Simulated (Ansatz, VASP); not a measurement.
# One calculation of FeO, two programs

INCAR

```
PREC = Accurate
ENCUT = 520
EDIFF = 1E-6
ISMEAR = 0
SIGMA = 0.1
LREAL = F
LASPH = T
NELM = 150
ALGO = Normal
ISIF = 2
LWAVE = F
LCHARG = F
ISPIN = 2
MAGMOM = 3.79 0.35
LORBIT = 11
LMAXMIX = 4
GGA = PE
NBANDS = 18
```

KPOINTS

```
Automatic mesh
0
Gamma
  16 16 16
```

File POSCAR:

```
FeO
1.0
    0.0000000000      2.1966665445      2.1966665445
    2.1966665445      0.0000000000      2.1966665445
    2.1966665445      2.1966665445      0.0000000000
Fe O
1 1
Direct
    0.0000000000      0.0000000000      0.0000000000
    0.5000000000      0.5000000000      0.5000000000
```

Input for Ansatz:

```yaml
crystal:
  lattice:
    - [0.0, 2.1966665477, 2.1966665477]
    - [2.1966665477, 0.0, 2.1966665477]
    - [2.1966665477, 2.1966665477, 0.0]
  atoms:
    - { symbol: Fe, position: [0.0, 0.0, 0.0], spin: 3.79 }
    - { symbol: O, position: [0.5, 0.5, 0.5], spin: 0.35 }
basis:
  ecutwfc: 420
kpoints:
  mp_grid: { grid: [16, 16, 16] }
hamiltonian:
  xc: pbe
scf:
  occupations: { method: gaussian, width: 0.1 }
output:
  forces: true
  stress: true
  eigenvalues: true
  populations: true
magnetization:
  spin_polarized: true
```

Alike in both runs: task single point; functional PBE; k mesh 16 × 16 × 16; occupations gaussian, width 0.1 eV; collinear spin.

```csv
,VASP,Ansatz
version,VASP 6.6.1,Ansatz 0.2.0
potentials or method,"VASP PAW PBE potentials, release 64 (Fe, O), cutoff 520 eV","scalar-relativistic, plane waves, PAW"
valence electrons in the cell,14,22
```

Ansatz gave:

```
gap on the k mesh at the Fermi level (eV)                     : none
pressure (GPa)                                                : -9.4
net moment per atom (μB)                                      : 2.00
size of the moment on the site where the two differ most (μB) : 3.48
```

Q: What did VASP give for the same quantities?

A: gap on the k mesh at the Fermi level (eV): none; pressure (GPa): -9.5; net moment per atom (μB): 2.00; size of the moment on the site where the two differ most (μB): 3.63.

Site moments also hang on the region over which each program counts them. A gap of «none» marks a metal or a gap that the smearing closes. VASP's potentials hold 14 valence electrons a cell and Ansatz's 22, so a difference there can come from the potentials and not from the codes.
